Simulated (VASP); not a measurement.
Input of a VASP 6.6.1 run:

The input INCAR:

```
SYSTEM = AlSi16
  PREC = Accurate
  ENCUT = 520
  EDIFF = 1E-6
  ISMEAR = 0
  SIGMA = 0.05
  LREAL = Auto
  LASPH = .True.
  NELM = 150
  ALGO = Normal
  ISIF = 2
  LWAVE = .False.
  LCHARG = .True.
  ISPIN = 2
  MAGMOM = 0 0 0 0 0 0 0 0 0 0 0 0 0 0 0 0 0
  LORBIT = 11
  GGA = CA
  LELF = .True.
  LVHAR = .True.
  NBANDS = 52
```

File KPOINTS:

```
regular mesh
0
Gamma
  2 2 2
  0 0 0
```

File POSCAR:

```
AlSi16
1.0
    0.0000000000      5.4300000000      5.4300000000
    5.4300000000      0.0000000000      5.4300000000
    5.4300000000      5.4300000000      0.0000000000
Si Al
16 1
Direct
   -0.0023439227      0.0003945672      0.0011142726
    0.1273303867      0.1229791897      0.1236880295
    0.0050743094     -0.0135709945      0.5043575506
    0.1272888582      0.1229962247      0.6262697053
    0.0050427256      0.5036900552     -0.0127933702
    0.1273861878      0.6255740331      0.1236524862
    0.0050596685      0.5037213628      0.5043163904
    0.1260982505      0.6241860958      0.6250174033
    0.5021971455      0.0005803867      0.0013080110
    0.6263618785      0.1240220994      0.1250034991
    0.5021621547      0.0005455801      0.4963024862
    0.6244558932      0.1229098527      0.6264735727
    0.5022483425      0.4953336096      0.0013518416
    0.6244242173      0.6257654696      0.1235673112
    0.4882659300      0.5035815838      0.5041950276
    0.6244369245      0.6257275322      0.6265201657
    0.8760345304      0.3742737569      0.3749905157
```

Potentials or basis: VASP PAW LDA potentials, release 64 (Si, Al).

Run with:

```console
$ cat potpaw_LDA.64/Si/POTCAR potpaw_LDA.64/Al/POTCAR > POTCAR
$ mpirun -np 1 vasp_std > vasp.out
```

Question: Predict the pressure.

Answer: 1.8 GPa.

Question: Estimate the largest force.

Answer: 0.023 eV/Å.

Question: Estimate the net moment.

Answer: 0.00 μB per cell.

Forces in eV/Å, atoms in the order of the input:
```
Si   0.014 -0.014 -0.013
Si  -0.007  0.000  0.001
Si   0.002  0.000  0.007
Si   0.000  0.009  0.001
Si   0.000  0.009 -0.003
Si  -0.001  0.000  0.007
Si  -0.009  0.000 -0.004
Si   0.006 -0.008 -0.001
Si   0.011  0.009  0.010
Si   0.005 -0.007 -0.002
Si  -0.010 -0.011  0.010
Si   0.001 -0.002 -0.003
Si  -0.010  0.009 -0.010
Si   0.001  0.001 -0.001
Si  -0.005  0.007  0.004
Si   0.000 -0.001 -0.001
Al   0.002 -0.003 -0.002
```

Caveat: the k points lie up to 0.50 Å⁻¹ apart; no moment was typed at the start, so none could form.
